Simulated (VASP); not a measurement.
# VFeC4N4 (P-43m) in VASP: a series of runs

VFeC4N4 is run at these levels: PBE; tasks: single point.

Program: VASP 6.6.1. These are calculated values, not measurements. Logs are shortened: lines on timing, memory, paths and dates and some standing lists are left out, and cuts for length are marked.

## 1. The cell of the first run

Symmetry: P-43m, No. 215, cubic system. Conventional cell: a = 5.892 Å, b = 5.892 Å, c = 5.892 Å, α = 90.00°, β = 90.00°, γ = 90.00°. Within 2.7 Å of V (site symmetry -43m) lie 4 C at 2.01 Å. Fe (site symmetry -43m) has 4 N at 1.92 Å within 2.5 Å. C (site symmetry 3m) has 1 N at 1.18 Å within 1.6 Å. Within 1.6 Å of N (site symmetry 3m) lie 1 C at 1.18 Å.

## 2. Single point, PBE, collinear spin, ferromagnetic start

Contents of INCAR:

```
  PREC = Accurate
  ENCUT = 520
  EDIFF = 1E-6
  ISMEAR = 0
  SIGMA = 0.1
  LREAL = F
  LASPH = T
  NELM = 150
  ALGO = Normal
  ISIF = 2
  LWAVE = F
  LCHARG = T
  ISPIN = 2
  MAGMOM = 2 4 0 0 0 0 0 0 0 0
  LORBIT = 11
  LMAXMIX = 4
  GGA = PE
  LELF = T
  LVHAR = T
  NBANDS = 44
```

Contents of KPOINTS:

```
regular mesh
0
Gamma
  4 4 4
```

Contents of POSCAR:

```
VFeC4N4
1.0
    5.8919848425      0.0000000000      0.0000000000
    0.0000000000      5.8919848425      0.0000000000
    0.0000000000      0.0000000000      5.8919848425
V Fe C N
1 1 4 4
Direct
    0.0000000000      0.0000000000      0.0000000000
    0.5000000000      0.5000000000      0.5000000000
    0.1965330861      0.1965330861      0.1965330861
    0.1965330861      0.8034669139      0.8034669139
    0.8034669139      0.1965330861      0.8034669139
    0.8034669139      0.8034669139      0.1965330861
    0.3119303710      0.3119303710      0.3119303710
    0.3119303710      0.6880696290      0.6880696290
    0.6880696290      0.3119303710      0.6880696290
    0.6880696290      0.6880696290      0.3119303710
```

Potentials or basis: VASP PAW PBE potentials, release 64 (V_sv, Fe, C, N).

Command:

```sh
> cat potpaw_PBE.64/V_sv/POTCAR potpaw_PBE.64/Fe/POTCAR potpaw_PBE.64/C/POTCAR potpaw_PBE.64/N/POTCAR > POTCAR
> mpirun -np 1 vasp_std > vasp.out
```

OUTCAR:

```text
PREC = Accurate
   ENCUT = 520
   EDIFF = 1E-6
   ISMEAR = 0
   LREAL = F
   LASPH = T
   NELM = 150
   ISIF = 2
   ISPIN = 2
   LORBIT = 11
   GGA = PE

 ion  position               nearest neighbor table
   1  0.000  0.000  0.000-   3 2.01   4 2.01   5 2.01   6 2.01
   2  0.500  0.500  0.500-   7 1.92   8 1.92   9 1.92  10 1.92
   3  0.197  0.197  0.197-   7 1.18   1 2.01
   4  0.197  0.803  0.803-   8 1.18   1 2.01
   5  0.803  0.197  0.803-   9 1.18   1 2.01
   6  0.803  0.803  0.197-  10 1.18   1 2.01
   7  0.312  0.312  0.312-   3 1.18   2 1.92
   8  0.312  0.688  0.688-   4 1.18   2 1.92
   9  0.688  0.312  0.688-   5 1.18   2 1.92
  10  0.688  0.688  0.312-   6 1.18   2 1.92

  LATTYP: Found a simple cubic cell.
 ALAT       =     5.8919848425

  Lattice vectors:

 A1 = (   5.8919848425,   0.0000000000,   0.0000000000)
 A2 = (   0.0000000000,   5.8919848425,   0.0000000000)
 A3 = (   0.0000000000,   0.0000000000,   5.8919848425)

Analysis of symmetry for initial positions (statically):
=====================================================================
 Subroutine PRICEL returns:
 Original cell was already a primitive cell.

 Routine SETGRP: Setting up the symmetry group for a
 simple cubic supercell.

 Subroutine GETGRP returns: Found 24 space group operations
 (whereof 24 operations were pure point group operations)
 out of a pool of 48 trial point group operations.

The static configuration has the point symmetry T_d .

Analysis of symmetry for dynamics (positions and initial velocities):
=====================================================================
 Subroutine PRICEL returns:
 Original cell was already a primitive cell.

 Routine SETGRP: Setting up the symmetry group for a
 simple cubic supercell.

 Subroutine GETGRP returns: Found 24 space group operations
 (whereof 24 operations were pure point group operations)
 out of a pool of 48 trial point group operations.

The dynamic configuration has the point symmetry T_d .

Analysis of structural, dynamic, and magnetic symmetry:
=====================================================================
 Subroutine PRICEL returns:
 Original cell was already a primitive cell.

 Routine SETGRP: Setting up the symmetry group for a
 simple cubic supercell.

 Subroutine GETGRP returns: Found 24 space group operations
 (whereof 24 operations were pure point group operations)
 out of a pool of 48 trial point group operations.

The overall configuration has the point symmetry T_d .

 Subroutine INISYM returns: Found 24 space group operations
 (whereof 24 operations are pure point group operations),
 and found     1 'primitive' translations

----------------------------------------------------------------------------------------

                                     Primitive cell

  volume of cell :     204.5431

  direct lattice vectors                    reciprocal lattice vectors
     5.891984843  0.000000000  0.000000000     0.169722093  0.000000000  0.000000000
     0.000000000  5.891984843  0.000000000     0.000000000  0.169722093  0.000000000
     0.000000000  0.000000000  5.891984843     0.000000000  0.000000000  0.169722093

  length of vectors
     5.891984843  5.891984843  5.891984843     0.169722093  0.169722093  0.169722093

  position of ions in fractional coordinates (direct lattice)
     0.000000000  0.000000000  0.000000000
     0.500000000  0.500000000  0.500000000
     0.196533086  0.196533086  0.196533086
     0.196533086  0.803466914  0.803466914
     0.803466914  0.196533086  0.803466914
     0.803466914  0.803466914  0.196533086
     0.311930371  0.311930371  0.311930371
     0.311930371  0.688069629  0.688069629
     0.688069629  0.311930371  0.688069629
     0.688069629  0.688069629  0.311930371

  ion indices of the primitive-cell ions
   primitive index   ion index
                 1           1
                 2           2
[... 52 lines left out ...]
   ions per type =               1   1   4   4
   NGX,Y,Z   is equivalent  to a cutoff of  13.54, 13.54, 13.54 a.u.
   NGXF,Y,Z  is equivalent  to a cutoff of  27.09, 27.09, 27.09 a.u.
 SYSTEM =  unknown system
   PREC   = accura    normal or accurate (medium, high low for compatibility)
   ISTART =      0    job   : 0-new  1-cont  2-samecut
   ICHARG =      2    charge: 1-file 2-atom 10-const
   ISPIN  =      2    spin polarized calculation?
   LNONCOLLINEAR =      F non collinear calculations
   LSORBIT =      F    spin-orbit coupling
   LASPH  =      T    aspherical Exc in radial PAW
   ENCUT  =  520.0 eV  38.22 Ry    6.18 a.u.  10.96 10.96 10.96*2*pi/ulx,y,z
   NELM   =    150;   NELMIN=  2; NELMDL= -5     # of ELM steps
   EDIFF  = 0.1E-05   stopping-criterion for ELM
   LREAL  =      F    real-space projection
   EDIFFG = 0.1E-04   stopping-criterion for IOM
   NSW    =      0    number of steps for IOM
   IBRION =     -1    ionic relax: 0-MD 1-quasi-New 2-CG
   NFREE  =      0    steps in history (QN), initial steepest desc. (CG)
   ISIF   =      2    stress and relaxation
   ISYM   =      2    0-nonsym 1-usesym 2-fastsym
   POTIM  = 0.5000    time-step for ionic-motion
   TEBEG  =    0.0;   TEEND  =   0.0 temperature during run
   PSTRESS=    0.0 pullay stress
   NELECT =      57.0000    total number of electrons
   NUPDOWN=      -1.0000    fix difference up-down
   EMIN   =  10.00;   EMAX   =-10.00  energy-range for DOS
   EFERMI =   0.00;   METHOD = LEGACY
   ISMEAR =     0;   SIGMA  =   0.10  broadening in eV -4-tet -1-fermi 0-gaus
   EFERMI_NEDOS =   21; number of points for ismear=-14 and -15
   IALGO  =     38    algorithm
   IMIX   =      4    mixing-type and parameters
     AMIX     =   0.40;   BMIX     =  1.00
     AMIX_MAG =   1.60;   BMIX_MAG =  1.00
  volume/ion in A,a.u.               =      20.45       138.03
  Fermi-wavevector in a.u.,A,eV,Ry     =   1.069313  2.020708 15.557312  1.143430
  Thomas-Fermi vector in A             =   2.204988
   LORBIT       =     11    0 simple, 1 ext, 2 COOP (PROOUT), +10 PAW based schemes
   GGA     = PE    functional components
   LHFCALC =     F    Hartree Fock is set to
   AEXX    =    0.0000 exact exchange contribution
   IVDW    =     0    specifies the selected vdW correction
   LEPSILON=     F    determine dielectric tensor
   LRPA    =     F    only Hartree local field effects (RPA)
 spin polarized calculation
 Gauss-broadening in eV      SIGMA  =   0.10
  energy-cutoff  :      520.00
  volume of cell :      204.54
 maximum number of plane-waves:      5528
 NGX is ok and might be reduce to    48
   NGX = 21   NGY = 21   NGZ = 21

 number of electron      57.0000018 magnetization       0.9999741

 Free energy of the ion-electron system (eV)
  ---------------------------------------------------
  ext. energy  EPLUGINS =         0.00000000
  ---------------------------------------------------
  free energy    TOTEN  =       -83.83509301 eV

  energy without entropy =      -83.82165647  energy(sigma->0) =      -83.82837474

 E-fermi :  -0.1588     XC(G=0):  -7.2040

 val. band max:       -0.2269876769   @ k =   0.2500   0.2500   0.2500
 cond. band min:      -0.1515798351   @ k =   0.2500   0.0000   0.0000
 fundamental gap:      0.0754078417
 Fermi energy:        -0.1588234254

 spin component 1

 k-point     1 :       0.0000    0.0000    0.0000
  band No.  band energies     occupation
      1     -63.8402      1.00000
      2     -37.7173      1.00000
      3     -37.7173      1.00000
      4     -37.7173      1.00000
      5     -18.5960      1.00000
      6     -18.4639      1.00000
[... 419 lines left out ...]
     39       4.5196      0.00000
     40       4.5196      0.00000
 Fermi energy:        -0.1588234254

 spin component 2

 k-point     1 :       0.0000    0.0000    0.0000
  band No.  band energies     occupation
      1     -65.6129      1.00000
      2     -39.4743      1.00000
      3     -39.4742      1.00000
      4     -39.4742      1.00000
      5     -18.5995      1.00000
      6     -18.4669      1.00000
[... 419 lines left out ...]
     39       4.3801      0.00000
     40       4.3801      0.00000
 [bands above 40 left out]

------------------------ aborting loop because EDIFF is reached ----------------------------------------

  FORCE on cell =-STRESS in cart. coord.  units (eV):
  Direction    XX          YY          ZZ          XY          YZ          ZX
  --------------------------------------------------------------------------------------
  -------------------------------------------------------------------------------------
  Total        0.7632749      0.7632749      0.7632749      0.0000000      0.0000000      0.0000000
  in kB        5.9786990      5.9786990      5.9786990      0.0000000      0.0000000      0.0000000
  external PRESSURE =       5.9786990 kB  Pullay stress =       0.0000000 kB

 VOLUME and BASIS-vectors are now :
 -----------------------------------------------------------------------------
  energy-cutoff  :      520.00
  volume of cell :      204.54
      direct lattice vectors                 reciprocal lattice vectors
     5.891984843  0.000000000  0.000000000     0.169722093  0.000000000  0.000000000
     0.000000000  5.891984843  0.000000000     0.000000000  0.169722093  0.000000000
     0.000000000  0.000000000  5.891984843     0.000000000  0.000000000  0.169722093

 POSITION                                       TOTAL-FORCE (eV/Angst)
 -----------------------------------------------------------------------------------
      0.00000      0.00000      0.00000         0.000000     -0.000000     -0.000000
      2.94599      2.94599      2.94599         0.000000      0.000000     -0.000000
      1.15797      1.15797      1.15797        -0.175936     -0.175936     -0.175936
      1.15797      4.73401      4.73401        -0.175936      0.175936      0.175936
      4.73401      1.15797      4.73401         0.175936     -0.175936      0.175936
      4.73401      4.73401      1.15797         0.175936      0.175936     -0.175936
      1.83789      1.83789      1.83789         0.293985      0.293985      0.293985
      1.83789      4.05410      4.05410         0.293985     -0.293985     -0.293985
      4.05410      1.83789      4.05410        -0.293985      0.293985     -0.293985
      4.05410      4.05410      1.83789        -0.293985     -0.293985      0.293985
 -----------------------------------------------------------------------------------
    total drift:                                0.000000      0.000000      0.000000

  FREE ENERGIE OF THE ION-ELECTRON SYSTEM (eV)
  ---------------------------------------------------
  free  energy   TOTEN  =       -83.8350930094 eV

  energy  without entropy=      -83.8216564711  energy(sigma->0) =      -83.82837474

 total charge

# of ion       s       p       d       tot
------------------------------------------
    1        2.296   6.245   3.015  11.556
    2        0.392   0.588   6.131   7.111
    3        0.959   1.641   0.000   2.600
    4        0.959   1.641   0.000   2.600
    5        0.959   1.641   0.000   2.600
    6        0.959   1.641   0.000   2.600
    7        1.303   2.576   0.000   3.879
    8        1.303   2.576   0.000   3.879
    9        1.303   2.576   0.000   3.879
   10        1.303   2.576   0.000   3.879
--------------------------------------------------
tot         11.738  23.700   9.147  44.584

 magnetization (x)

# of ion       s       p       d       tot
------------------------------------------
    1       -0.018  -0.035  -1.756  -1.809
    2        0.016   0.086   2.963   3.065
    3        0.013   0.047   0.000   0.060
    4        0.013   0.047   0.000   0.060
    5        0.013   0.047   0.000   0.060
    6        0.013   0.047   0.000   0.060
    7        0.004  -0.061   0.000  -0.056
    8        0.004  -0.061   0.000  -0.056
    9        0.004  -0.061   0.000  -0.056
   10        0.004  -0.061   0.000  -0.056
--------------------------------------------------
tot          0.066  -0.006   1.207   1.267
```

Wall time 5.1 min (1 thread of Intel Xeon Platinum 8259CL at 2.50GHz (Skylake/Cascade Lake), shared host); peak memory 0.48 GiB.

Results:

```yaml
Free_energy: -83.8351 eV
Pressure: 0.6 GPa
Largest_force: 0.509 eV/Å
Band_gap_on_the_k_mesh: zero (filled and empty bands overlap)
Net_moment: 1.00 μB per cell
Site_moments: V -1.81; Fe +3.06; C +0.06; N -0.06 μB
Valence_electrons_inside_the_program's_atomic_spheres: V 11.56; Fe 7.11; C 2.60; N 3.88
```

Forces in eV/Å, atoms in the order of the input:
```
V    0.000  0.000  0.000
Fe   0.000  0.000  0.000
C   -0.176 -0.176 -0.176
C   -0.176  0.176  0.176
C    0.176 -0.176  0.176
C    0.176  0.176 -0.176
N    0.294  0.294  0.294
N    0.294 -0.294 -0.294
N   -0.294  0.294 -0.294
N   -0.294 -0.294  0.294
```

Caveat: a cell with one magnetic atom can't hold antiferromagnetic order, which such compounds often take. With open d or f shells a metallic result of PBE can be an artefact of self-interaction; +U or a hybrid may open a gap.

(Continued in part 2 of 2.)

The gap in the log of VASP goes by the Fermi energy; the results here count the filled bands.